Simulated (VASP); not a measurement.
# TiH5 (I4/mmm) in VASP: notebook, part 2 of 2

VASP 6.6.1. Earlier steps stand in the parts before.

### 4 Relaxation of cell and atoms, PBE

This run uses another cell than the first one, of 7.93 Å³/atom.

INCAR reads:

```
SYSTEM = TiH5
PREC     = Accurate       ! precision mode
ENCUT    = 600            ! plane-wave cutoff, eV
EDIFF    = 1E-7           ! SCF threshold, eV
ISMEAR   = 0              ! smearing method
SIGMA    = 0.1            ! smearing width, eV
LREAL    = .False.        ! projectors in reciprocal space
LASPH    = .True.         ! aspherical terms in the spheres
NELM     = 100            ! most SCF steps
ALGO     = Normal         ! electronic algorithm
ISIF     = 3              ! what is computed and relaxed
LWAVE    = .False.        ! write WAVECAR
LCHARG   = .False.        ! write CHGCAR
GGA      = PE             ! functional
IBRION   = 2              ! ionic algorithm
NSW      = 90             ! ionic steps
EDIFFG   = -0.04          ! ionic threshold
```

KPOINTS reads:

```
regular mesh
0
Gamma
  6 6 6
  0 0 0
```

POSCAR reads:

```
TiH5
1.0
   -2.1362845400      2.1362845400      2.6071835000
    2.1362845400     -2.1362845400      2.6071835000
    2.1362845400      2.1362845400     -2.6071835000
Ti H
1 5
Direct
    0.5000000000      0.5000000000      0.0000000000
    0.7500000000      0.2500000000      0.5000000000
    0.2500000000      0.7500000000      0.5000000000
    0.5000000000      0.0000000000      0.5000000000
    0.0000000000      0.5000000000      0.5000000000
    0.0000000000      0.0000000000      0.0000000000
```

Potentials or basis: VASP PAW PBE potentials, release 64 (Ti_sv, H).

Started as:

```sh
$ cat potpaw_PBE.64/Ti_sv/POTCAR potpaw_PBE.64/H/POTCAR > POTCAR
$ mpirun -np 1 vasp_std > vasp.out
```

OUTCAR:

```text
SYSTEM = TiH5
   PREC = Accurate
   ENCUT = 600
   EDIFF = 1E-7
   ISMEAR = 0
   LREAL = .False.
   LASPH = .True.
   NELM = 100
   ISIF = 3
   GGA = PE
   IBRION = 2
   NSW = 90
   EDIFFG = -0.04

 ion  position               nearest neighbor table
   1  0.500  0.500  0.000-
   2  0.750  0.250  0.500-
   3  0.250  0.750  0.500-
   4  0.500  0.000  0.500-
   5  0.000  0.500  0.500-
   6  0.000  0.000  0.000-

  LATTYP: Found a body centered tetragonal cell.
 ALAT       =     4.2725690800
 C/A-ratio  =     1.2204289509

  Lattice vectors:

 A1 = (  -2.1362845400,   2.1362845400,   2.6071835000)
 A2 = (   2.1362845400,  -2.1362845400,   2.6071835000)
 A3 = (   2.1362845400,   2.1362845400,  -2.6071835000)

Analysis of symmetry for initial positions (statically):
=====================================================================
 Subroutine PRICEL returns:
 Original cell was already a primitive cell.

 Routine SETGRP: Setting up the symmetry group for a
 body centered tetragonal supercell.

 Subroutine GETGRP returns: Found 16 space group operations
 (whereof 16 operations were pure point group operations)
 out of a pool of 16 trial point group operations.

The static configuration has the point symmetry D_4h.

[... 174 lines left out ...]
 cond. band min:       3.1912937273   @ k =  -0.1667   0.1667   0.0000
 fundamental gap:      0.0603963952
 Fermi energy:         3.1517250910

 k-point     1 :       0.0000    0.0000    0.0000
  band No.  band energies     occupation
      1     -54.9090      2.00000
      2     -31.2066      2.00000
      3     -31.2066      2.00000
      4     -31.0185      2.00000
      5      -7.2115      2.00000
      6      -0.7424      2.00000
      7       1.1124      2.00000
      8       2.1307      2.00000
      9       2.8503      1.99998
     10       2.8503      1.99998
     11       3.1931      0.55866
     12       4.8650      0.00000
[... 458 lines left out ...]
  FREE ENERGIE OF THE ION-ELECTRON SYSTEM (eV)
  ---------------------------------------------------
  free  energy   TOTEN  =       -21.7217071931 eV

  energy  without entropy=      -21.7092089249  energy(sigma->0) =      -21.71545806

[... ionic steps 4 to 8 ...]

--------------------------------------- Ionic step        9  -------------------------------------------

 number of electron      17.0000000 magnetization

------------------------ aborting loop because EDIFF is reached ----------------------------------------
[... 75 lines left out ...]
--------------------------------------- Ionic step       11  -------------------------------------------

 number of electron      17.0000000 magnetization

 Free energy of the ion-electron system (eV)
  ---------------------------------------------------
  ext. energy  EPLUGINS =         0.00000000
  ---------------------------------------------------
  free energy    TOTEN  =       -21.81704333 eV

  energy without entropy =      -21.81414752  energy(sigma->0) =      -21.81559543

 E-fermi :   6.3849     XC(G=0): -11.0830

 val. band max:        6.2639954796   @ k =   0.3333   0.1667  -0.0000
 cond. band min:       6.5288858036   @ k =   0.0000   0.0000   0.0000
 fundamental gap:      0.2648903240
 Fermi energy:         6.3849107894

 k-point     1 :       0.0000    0.0000    0.0000
  band No.  band energies     occupation
      1     -51.2537      2.00000
      2     -27.5998      2.00000
      3     -27.5998      2.00000
      4     -27.3136      2.00000
      5      -7.0108      2.00000
      6       1.1210      2.00000
      7       3.9364      2.00000
      8       5.2124      2.00000
      9       5.7691      2.00000
     10       5.7691      2.00000
     11       6.5289      0.04174
     12       8.9233      0.00000
[... 378 lines left out ...]
  FREE ENERGIE OF THE ION-ELECTRON SYSTEM (eV)
  ---------------------------------------------------
  free  energy   TOTEN  =       -21.8170433327 eV

  energy  without entropy=      -21.8141475214  energy(sigma->0) =      -21.81559543

 reached required accuracy - stopping structural energy minimisation
```

CONTCAR:

```text
TiH5
   1.00000000000000
    -1.8587968404242905    1.8587968404242905    2.3270516192799424
     1.8587968404242905   -1.8587968404242905    2.3270516192799424
     1.8587968404242905    1.8587968404242905   -2.3270516192799424
  Ti              H
     1     5
Direct
     0.5000000000000000    0.5000000000000000    0.0000000000000000
     0.7500000000000000    0.2500000000000000    0.5000000000000000
     0.2500000000000000    0.7500000000000000    0.5000000000000000
     0.5000000000000000    0.0000000000000000    0.5000000000000000
     0.0000000000000000    0.5000000000000000    0.5000000000000000
     0.0000000000000000    0.0000000000000000    0.0000000000000000

  0.00000000E+00  0.00000000E+00  0.00000000E+00
  0.00000000E+00  0.00000000E+00  0.00000000E+00
  0.00000000E+00  0.00000000E+00  0.00000000E+00
  0.00000000E+00  0.00000000E+00  0.00000000E+00
  0.00000000E+00  0.00000000E+00  0.00000000E+00
  0.00000000E+00  0.00000000E+00  0.00000000E+00
```

Run time: 4 min. Hardware: 1 thread of Intel Xeon Platinum 8375C at 2.90GHz (Ice Lake), shared host; peak memory 0.21 GiB.

What came out:

```
Free energy                           : -21.8170 eV
Relaxed volume                        : 5.36 Å³/atom
Relaxed cell                          : a = 3.511 Å, b = 3.511 Å, c = 3.511 Å, α = 116.06°, β = 116.06°, γ = 96.97°
Space group after relaxing (to 0.1 Å) : I4/mmm (No. 139)
Energy gained by relaxing             : 206.8 meV/atom
Ionic steps                           : 11
Pressure after relaxing               : 0.0 GPa
Band gap on the k mesh                : zero (an odd number of electrons rules out a gap without spin polarisation)
```

Step by step:
| step | energy change (eV) | largest force (eV/Å) | pressure (GPa) | volume (Å³) |
| --- | --- | --- | --- | --- |
| 1 | 0.0000 | 0.0000 | -19.25 | 47.59 |
| 2 | -0.7034 | 0.0000 | -15.54 | 41.32 |
| 3 | -1.1453 | 0.0000 | -6.72 | 35.26 |
| 4 | -0.2422 | 0.0000 | 44.05 | 24.94 |
| 5 | -1.1916 | 0.0000 | -2.21 | 33.42 |
| 6 | -1.1941 | 0.0000 | -0.59 | 32.87 |
| 7 | -1.2172 | 0.0000 | -0.30 | 32.58 |
| 8 | -1.2362 | 0.0000 | 1.52 | 31.66 |
| 9 | -1.2398 | 0.0000 | 0.78 | 31.95 |
| 10 | -1.2398 | 0.0000 | 0.86 | 31.91 |
| 11 | -1.2406 | 0.0000 | 0.04 | 32.16 |

Final structure:
```cif
data_structure
_symmetry_space_group_name_H-M 'P 1'
_symmetry_Int_Tables_number 1
_cell_length_a 3.5108
_cell_length_b 3.5108
_cell_length_c 3.5108
_cell_angle_alpha 116.062
_cell_angle_beta 116.062
_cell_angle_gamma 96.967
_cell_volume 32.16
loop_
_atom_site_label
_atom_site_type_symbol
_atom_site_fract_x
_atom_site_fract_y
_atom_site_fract_z
_atom_site_occupancy
Ti1 Ti 0.50000 0.50000 0.00000 1
H1 H 0.75000 0.25000 0.50000 1
H2 H 0.25000 0.75000 0.50000 1
H3 H 0.50000 0.00000 0.50000 1
H4 H 0.00000 0.50000 0.50000 1
H5 H 0.00000 0.00000 0.00000 1
```

Levels at points of the mesh, in eV from the Fermi level:
```
           k point  band 4  band 5  band 6  band 7  band 8  band 9  band 10  band 11  band 12
(0.00, 0.00, 0.00)  -33.70  -13.40   -5.26   -2.45   -1.17   -0.62    -0.62     0.14     2.54
(0.50, 0.00, 0.00)  -33.74  -10.15   -9.66   -1.76   -1.56   -1.07     0.55     1.19     1.96
(0.50, 0.50, 0.00)  -33.74  -10.41   -5.96   -5.77   -3.86    0.35     0.78     1.39     2.24
(0.50, 0.50, 0.50)  -33.80  -10.40   -8.14   -5.98    0.32    1.27     1.27     2.48     2.48
```

Caveat: the volume moved by over 15 % at a fixed basis, so the end points are rough; an odd number of electrons without spin polarisation forces a metal; a magnetic or distorted state may lie lower.

### 5 The runs side by side

```csv
task,cell,cutoff (eV),gap on the mesh (eV),pressure (GPa)
single point,"a = 3.510 Å, angles 116.1, 116.1, 96.9°, 6 atoms",520,none,-0.2
single point,"a = 3.991 Å, angles 115.3, 115.3, 98.4°, 6 atoms",520,none,-19.3
relaxation of cell and atoms,"relaxed from a = 3.991 Å, angles 115.3, 115.3, 98.4°, 6 atoms",600,none,0.0
```

Alike in all rows: level PBE; potentials or basis VASP PAW PBE potentials, release 64 (Ti_sv, H); no spin polarisation; k mesh 6 × 6 × 6; smearing gaussian 0.1 eV.

Caveats: some runs use coarse meshes; an odd number of electrons without spin polarisation forces a metal; a magnetic or distorted state may lie lower; the stress differs along the axes, from -23 to -17 GPa (at least some runs); the volume moved by over 15 % at a fixed basis, so the end points are rough (at least some runs).

Absolute energies hang on the potentials; compare differences alone.

The gap in the log of VASP goes by the Fermi energy; the results here count the filled bands.